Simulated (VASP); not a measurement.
Wanted: the native input for a VASP 6.6.1 run.

```yaml
Task: single point
Functional: BLYP
Potentials_or_basis: VASP PAW PBE potentials, release 64 (Li_sv)
Cutoff: 520 eV
k_mesh: 8 × 8 × 12
Occupations: fermi-dirac, width 0.1 eV
Spin: no spin polarisation
Dipole_correction: no
Further_INCAR_settings: ALGO = Normal; EDIFF = 1e-07; NBANDS = 12
```

The structure of Li lies in POSCAR:

```
Li
1.0
    4.7779975816      0.0000000000      0.0000000000
   -2.3889987908      4.1378672849      0.0000000000
    0.0000000000      0.0000000000      2.7957810705
Li
3
Direct
    0.0000000000      0.0000000000      0.0000000000
    0.3333333333      0.6666666667      0.5000000000
    0.6666666667      0.3333333333      0.5000000000
```

This isn't the form of Li at room conditions, which is bcc.

These files were run (other wordings do the same):

INCAR

```
AGGAC = 1.0 ; AGGAX = 1.0
ALDAC = 0.0 ; ALDAX = 1.0
ALGO = Normal ; EDIFF = 1E-7
ENCUT = 520 ; GGA = B5
ISIF = 2 ; ISMEAR = -1
LASPH = True ; LCHARG = True
LELF = True ; LREAL = False
LVHAR = True ; LWAVE = False
NBANDS = 12 ; NELM = 100
PREC = Accurate ; SIGMA = 0.1
```

KPOINTS

```
k-points
0
Gamma
  8 8 12
```

Potentials or basis: VASP PAW PBE potentials, release 64 (Li_sv).

Command:

```sh
$ cat potpaw_PBE.64/Li_sv/POTCAR > POTCAR
$ mpirun -np 1 vasp_std > vasp.out
```

It gave:

The band gap on the k mesh is zero (an odd number of electrons rules out a gap without spin polarisation).

Run time: 87 s on 1 thread of Intel Xeon 8259CL, with other jobs on the host, peak memory 0.18 GiB.
